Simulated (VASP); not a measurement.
Runs of VASP 6.6.1 on Mo2C3. The structure is that of space group P4/mmm (No. 123), or close to it. The cells are those of the table. 

| task | spin | cell | k mesh | cutoff (eV) | gap on the mesh (eV) | pressure (GPa) | relaxed volume (Å³/atom) | largest force (eV/Å) |
| --- | --- | --- | --- | --- | --- | --- | --- | --- |
| single point | off | a = 3.425, b = 3.425, c = 5.184 Å, 5 atoms | 6 × 6 × 4 | 520 | none | 0.1 | - | 0.04 |
| single point | collinear, ferromagnetic start | a = 3.425, b = 3.425, c = 5.184 Å, 5 atoms | 6 × 6 × 4 | 520 | none | 0.1 | - | 0.04 |
| relaxation of cell and atoms | off | relaxed from a = 3.425, b = 3.425, c = 5.184 Å, 5 atoms | 12 × 12 × 8 | 600 | none | 0.0 | 12.15 | 0.01 |
| relaxation of cell and atoms | off | relaxed from a = 3.559, b = 3.559, c = 5.668 Å, 5 atoms | 6 × 6 × 4 | 600 | none | 0.1 | 12.14 | 0.01 |
| single point | off | a = 3.559, b = 3.559, c = 5.668 Å, 5 atoms | 6 × 6 × 4 | 520 | none | -12.0 | - | (a) |

Alike in all rows: level PBE; potentials or basis VASP PAW PBE potentials, release 64 (Mo_sv, C); smearing gaussian 0.1 eV.

Question: Fill in the values left out.

Answer: (a) 0.41.

Caveats: the volume moved by over 15 % at a fixed basis, so the end points are rough (some runs).

A k mesh can miss the band edges, and the runs leave out spin-orbit coupling on Mo.

A gap of «none» marks levels without a gap at the run's occupations.
